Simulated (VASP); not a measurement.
**Er4Cl: single point with PBE**

Crystal: Er4Cl.

```xyz
5
Lattice="7.6273 0.0000 0.0000 0.0000 7.6273 0.0000 0.0000 0.0000 3.1673" Properties=species:S:1:pos:R:3 pbc="T T T"
Er    6.0605    3.8137    0.0000
Er    1.5668    3.8137    0.0000
Er    3.8137    1.5668    0.0000
Er    3.8137    6.0605    0.0000
Cl    0.0000    0.0000    0.0000
```

The cell was generated, and may not be a known phase.

```yaml
Program: VASP 6.6.1
Task: single point
Functional: PBE
Potentials_or_basis: VASP PAW PBE potentials, release 64 (Er_3, Cl), 4f in core
Cutoff: 500 eV
k_mesh: 6 × 6 × 12
Occupations: gaussian, width 0.1 eV
Spin: no spin polarisation
```

* Pressure: 0.1 GPa
* Largest force: 0.014 eV/Å
* Band gap on the k mesh: zero (an odd number of electrons rules out a gap without spin polarisation)

Forces on the atoms (eV/Å):
```
Er  -0.014  0.000  0.000
Er   0.014  0.000  0.000
Er   0.000  0.014  0.000
Er   0.000 -0.014  0.000
Cl   0.000  0.000  0.000
```

Stress tensor (GPa, compression positive):
```
0.08 0.00 0.00
0.00 0.08 0.00
0.00 0.00 0.17
```

Levels at points of the mesh, in eV from the Fermi level:
| k point | band 18 | band 19 | band 20 | band 21 | band 22 | band 23 | band 24 | band 25 | band 26 | band 27 |
| --- | --- | --- | --- | --- | --- | --- | --- | --- | --- | --- |
| (0.00, 0.00, 0.00) | -1.66 | -1.66 | -0.98 | -0.18 | 0.00 | 0.38 | 0.38 | 0.50 | 0.76 | 1.21 |
| (0.50, 0.00, 0.00) | -1.75 | -1.04 | -0.56 | -0.02 | 0.00 | 0.05 | 0.37 | 0.47 | 0.67 | 0.67 |
| (0.50, 0.50, 0.00) | -2.04 | -0.43 | -0.31 | -0.27 | 0.00 | 0.27 | 0.27 | 0.29 | 0.75 | 0.75 |
| (0.00, 0.00, 0.50) | -1.51 | -0.56 | -0.50 | -0.50 | -0.31 | 0.64 | 0.86 | 0.86 | 1.05 | 1.44 |
| (0.50, 0.00, 0.50) | -0.92 | -0.85 | -0.72 | -0.13 | -0.11 | -0.02 | 0.44 | 1.06 | 1.09 | 1.30 |
| (0.50, 0.50, 0.50) | -0.90 | -0.86 | -0.86 | 0.11 | 0.22 | 0.22 | 0.23 | 0.23 | 0.58 | 1.26 |

It took 6.4 min on 1 thread of Intel(R) Xeon(R) Platinum 8259CL CPU @ 2.50GHz (Skylake/Cascade Lake), on a shared host, peak memory 0.45 GiB.

Caveat: spin-orbit coupling is left out, which moves the levels of the heavy elements; the 4f electrons are frozen in the core, so they carry no moment and show no levels; the run has no spin polarisation, though such a crystal can be magnetic. Spin polarisation is off, so any magnetic state and its effect on volume and gap are missing.
